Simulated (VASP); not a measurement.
# Tl (Fm-3m) in VASP: a series of runs

Tl is run at these levels: PBEsol; tasks: single point.

All numbers are computed with VASP 6.6.1; they aren't measurements. Logs are shortened: lines on timing, memory, paths and dates and some standing lists are left out, and cuts for length are marked.

## 1. The cell of the first run

The structure is cubic, space group Fm-3m (No. 225). The conventional cell has a = 4.933 Å, b = 4.933 Å, c = 4.933 Å, α = 90.00°, β = 90.00°, γ = 90.00°. Tl (site symmetry m-3m) has 12 Tl at 3.49 Å within 4.6 Å.

## 2. Single point, PBEsol

Input file INCAR:

```
SYSTEM = Tl
ALGO     = Fast           ! electronic algorithm
EDIFF    = 1E-6           ! SCF threshold, eV
ENCUT    = 520            ! plane-wave cutoff, eV
GGA      = PS             ! functional
ISIF     = 2              ! what is computed and relaxed
ISMEAR   = 0              ! smearing method
LASPH    = .True.         ! aspherical terms in the spheres
LCHARG   = .False.        ! write CHGCAR
LREAL    = .False.        ! projectors in reciprocal space
LWAVE    = .False.        ! write WAVECAR
NBANDS   = 12             ! bands
NELM     = 100            ! most SCF steps
PREC     = Accurate       ! precision mode
SIGMA    = 0.15           ! smearing width, eV
```

Input file KPOINTS:

```
k-points
0
Gamma
  16 16 16
  0 0 0
```

Input file POSCAR:

```
Tl
1.0
    0.0000000000      2.4663412330      2.4663412330
    2.4663412330      0.0000000000      2.4663412330
    2.4663412330      2.4663412330      0.0000000000
Tl
1
Direct
    0.0000000000      0.0000000000      0.0000000000
```

Potentials or basis: VASP PAW PBE potentials, release 64 (Tl_d).

The run is started by

```bash
$ cat potpaw_PBE.64/Tl_d/POTCAR > POTCAR
$ mpirun -np 1 vasp_std > vasp.out
```

OUTCAR:

```text
SYSTEM = Tl
   EDIFF = 1E-6
   ENCUT = 520
   GGA = PS
   ISIF = 2
   ISMEAR = 0
   LASPH = .True.
   LREAL = .False.
   NELM = 100
   PREC = Accurate

 ion  position               nearest neighbor table
   1  0.000  0.000  0.000-

  LATTYP: Found a face centered cubic cell.
 ALAT       =     4.9326824660

  Lattice vectors:

 A1 = (   0.0000000000,   2.4663412330,   2.4663412330)
 A2 = (   2.4663412330,   0.0000000000,   2.4663412330)
 A3 = (   2.4663412330,   2.4663412330,   0.0000000000)

Analysis of symmetry for initial positions (statically):
=====================================================================
 Subroutine PRICEL returns:
 Original cell was already a primitive cell.

 Routine SETGRP: Setting up the symmetry group for a
 face centered cubic supercell.

 Subroutine GETGRP returns: Found 48 space group operations
 (whereof 48 operations were pure point group operations)
 out of a pool of 48 trial point group operations.

The static configuration has the point symmetry O_h .

Analysis of symmetry for dynamics (positions and initial velocities):
=====================================================================
 Subroutine PRICEL returns:
 Original cell was already a primitive cell.

 Routine SETGRP: Setting up the symmetry group for a
 face centered cubic supercell.

 Subroutine GETGRP returns: Found 48 space group operations
 (whereof 48 operations were pure point group operations)
 out of a pool of 48 trial point group operations.

The dynamic configuration has the point symmetry O_h .

 Subroutine INISYM returns: Found 48 space group operations
 (whereof 48 operations are pure point group operations),
 and found     1 'primitive' translations

----------------------------------------------------------------------------------------

                                     Primitive cell

  volume of cell :      30.0047

  direct lattice vectors                    reciprocal lattice vectors
     0.000000000  2.466341233  2.466341233    -0.202729449  0.202729449  0.202729449
     2.466341233  0.000000000  2.466341233     0.202729449 -0.202729449  0.202729449
     2.466341233  2.466341233  0.000000000     0.202729449  0.202729449 -0.202729449

  length of vectors
     3.487933221  3.487933221  3.487933221     0.351137706  0.351137706  0.351137706

  position of ions in fractional coordinates (direct lattice)
     0.000000000  0.000000000  0.000000000

[... 77 lines left out ...]
   EDIFFG = 0.1E-04   stopping-criterion for IOM
   NSW    =      0    number of steps for IOM
   IBRION =     -1    ionic relax: 0-MD 1-quasi-New 2-CG
   NFREE  =      0    steps in history (QN), initial steepest desc. (CG)
   ISIF   =      2    stress and relaxation
   ISYM   =      2    0-nonsym 1-usesym 2-fastsym
   POTIM  = 0.5000    time-step for ionic-motion
   TEBEG  =    0.0;   TEEND  =   0.0 temperature during run
   PSTRESS=    0.0 pullay stress
   NELECT =      13.0000    total number of electrons
   NUPDOWN=      -1.0000    fix difference up-down
   EMIN   =  10.00;   EMAX   =-10.00  energy-range for DOS
   EFERMI =   0.00;   METHOD = LEGACY
   ISMEAR =     0;   SIGMA  =   0.15  broadening in eV -4-tet -1-fermi 0-gaus
   EFERMI_NEDOS =   21; number of points for ismear=-14 and -15
   IALGO  =     68    algorithm
   IMIX   =      4    mixing-type and parameters
     AMIX     =   0.40;   BMIX     =  1.00
     AMIX_MAG =   1.60;   BMIX_MAG =  1.00
  volume/ion in A,a.u.               =      30.00       202.48
  Fermi-wavevector in a.u.,A,eV,Ry     =   1.238776  2.340947 20.879038  1.534566
  Thomas-Fermi vector in A             =   2.373287
   LORBIT       =      0    0 simple, 1 ext, 2 COOP (PROOUT), +10 PAW based schemes
   GGA     = PS    functional components
   LHFCALC =     F    Hartree Fock is set to
   AEXX    =    0.0000 exact exchange contribution
   IVDW    =     0    specifies the selected vdW correction
   LEPSILON=     F    determine dielectric tensor
   LRPA    =     F    only Hartree local field effects (RPA)
 non-spin polarized calculation
 RMM-DIIS sequential band-by-band and
 Gauss-broadening in eV      SIGMA  =   0.15
  energy-cutoff  :      520.00
  volume of cell :       30.00
 maximum number of plane-waves:       869
 NGX is ok and might be reduce to    28
   NGX = 13   NGY = 13   NGZ = 13

 number of electron      12.9999999 magnetization

 Free energy of the ion-electron system (eV)
  ---------------------------------------------------
  ext. energy  EPLUGINS =         0.00000000
  ---------------------------------------------------
  free energy    TOTEN  =        -2.60941465 eV

  energy without entropy =       -2.60234744  energy(sigma->0) =       -2.60588105

 E-fermi :   5.8604     XC(G=0): -10.1294

 val. band max:        5.8593947322   @ k =  -0.3125   0.2500   0.0000
 cond. band min:       5.8917592430   @ k =  -0.4375   0.3750   0.1250
 fundamental gap:      0.0323645108
 Fermi energy:         5.8603874966

 k-point     1 :       0.0000    0.0000    0.0000
  band No.  band energies     occupation
      1      -5.5919      2.00000
      2      -5.5919      2.00000
      3      -5.5919      2.00000
      4      -5.3450      2.00000
      5      -5.3450      2.00000
      6      -3.8546      2.00000
      7      15.7605      0.00000
      8      15.7605      0.00000
      9      15.7605      0.00000
     10      16.7489      0.00000
     11      19.6018      0.00000
     12      20.5133      0.00000
[... 331 lines left out ...]
 k-point    24 :      -0.0625    0.0625    0.0000
  band No.  band energies     occupation
      1      -5.6013      2.00000
      2      -5.5703      2.00000
      3      -5.5623      2.00000
      4      -5.3589      2.00000
      5      -5.3377      2.00000
      6      -3.6397      2.00000
      7      13.9026      0.00000
      8      14.6266      0.00000
      9      15.9155      0.00000
     10      16.7982      0.00000
     11      19.8747      0.00000
     12      20.5711      0.00000

 [... further k-points ...]
[... 5 lines left out ...]
  --------------------------------------------------------------------------------------
  -------------------------------------------------------------------------------------
  Total       -0.3565630     -0.3565630     -0.3565630     -0.0000000      0.0000000     -0.0000000
  in kB      -19.0395811    -19.0395811    -19.0395811     -0.0000000      0.0000000     -0.0000000
  external PRESSURE =     -19.0395811 kB  Pullay stress =       0.0000000 kB

 VOLUME and BASIS-vectors are now :
 -----------------------------------------------------------------------------
  energy-cutoff  :      520.00
  volume of cell :       30.00
      direct lattice vectors                 reciprocal lattice vectors
     0.000000000  2.466341233  2.466341233    -0.202729449  0.202729449  0.202729449
     2.466341233  0.000000000  2.466341233     0.202729449 -0.202729449  0.202729449
     2.466341233  2.466341233  0.000000000     0.202729449  0.202729449 -0.202729449

 POSITION                                       TOTAL-FORCE (eV/Angst)
 -----------------------------------------------------------------------------------
      0.00000      0.00000      0.00000         0.000000      0.000000      0.000000
 -----------------------------------------------------------------------------------
    total drift:                               -0.000000     -0.000000      0.000000

  FREE ENERGIE OF THE ION-ELECTRON SYSTEM (eV)
  ---------------------------------------------------
  free  energy   TOTEN  =        -2.6094146504 eV

  energy  without entropy=       -2.6023474444  energy(sigma->0) =       -2.60588105
```

stdout:

```text
POSCAR found type information on POSCAR Tl
 POSCAR found :  1 types and       1 ions
 scaLAPACK will be used
 -----------------------------------------------------------------------------
|                                                                             |
|                                                                             |
|     You enforced a specific xc type in the INCAR file but a different       |
|     I HOPE YOU KNOW WHAT YOU ARE DOING!                                     |
|                                                                             |
 -----------------------------------------------------------------------------

 LDA part: xc-table for (Slater+PW92), standard interpolation
 POSCAR, INCAR and KPOINTS ok, starting setup
 FFT: planning ... GRIDC
 FFT: planning ... GRID_SOFT
 FFT: planning ... GRID
 WAVECAR not read
 entering main loop
```

Run time: 42 s. Hardware: 1 thread of AMD EPYC 7R13 (Zen 3), shared host; peak memory 0.16 GiB.

What came out:

```yaml
Free_energy: -2.6094 eV
Pressure: -1.9 GPa
```

Caveat: the PAW data sets were made with another functional, which shifts forces and pressure a little; spin-orbit coupling is left out, which moves the levels of the heavy elements.

## 3. Single point, PBEsol

Input file INCAR:

```
SYSTEM = Tl
PREC     = Accurate       ! precision mode
ENCUT    = 520            ! plane-wave cutoff, eV
EDIFF    = 1E-6           ! SCF threshold, eV
ISMEAR   = 0              ! smearing method
SIGMA    = 0.15           ! smearing width, eV
LREAL    = .False.        ! projectors in reciprocal space
LASPH    = .True.         ! aspherical terms in the spheres
NELM     = 80             ! most SCF steps
ALGO     = Normal         ! electronic algorithm
ISIF     = 2              ! what is computed and relaxed
LWAVE    = .False.        ! write WAVECAR
LCHARG   = .False.        ! write CHGCAR
GGA      = PS             ! functional
NBANDS   = 12             ! bands
```

Input file KPOINTS:

```
regular mesh
0
Gamma
  18 18 18
  0 0 0
```

POSCAR is that of step 2.

Potentials or basis: VASP PAW PBE potentials, release 64 (Tl_d).

The run is started by

```bash
$ cat potpaw_PBE.64/Tl_d/POTCAR > POTCAR
$ mpirun -np 1 vasp_std > vasp.out
```

It took 56 s on 1 thread of AMD EPYC 7R13 (Zen 3), shared host; peak memory 0.18 GiB.

It converged, with:

* Free energy: -2.6098 eV
* Pressure: -1.9 GPa

Levels at points of the mesh, in eV from the Fermi level:
```
           k point  band 4  band 5  band 6  band 7  band 8  band 9
(0.00, 0.00, 0.00)  -11.17  -11.17   -9.68    9.93    9.93    9.93
(0.50, 0.00, 0.00)  -10.95  -10.95   -5.27   -2.68    7.95    7.95
(0.50, 0.50, 0.00)  -10.89  -10.89   -3.66   -1.64    4.01    4.01
```

Caveat: the PAW data sets were made with another functional, which shifts forces and pressure a little; spin-orbit coupling is left out, which moves the levels of the heavy elements.
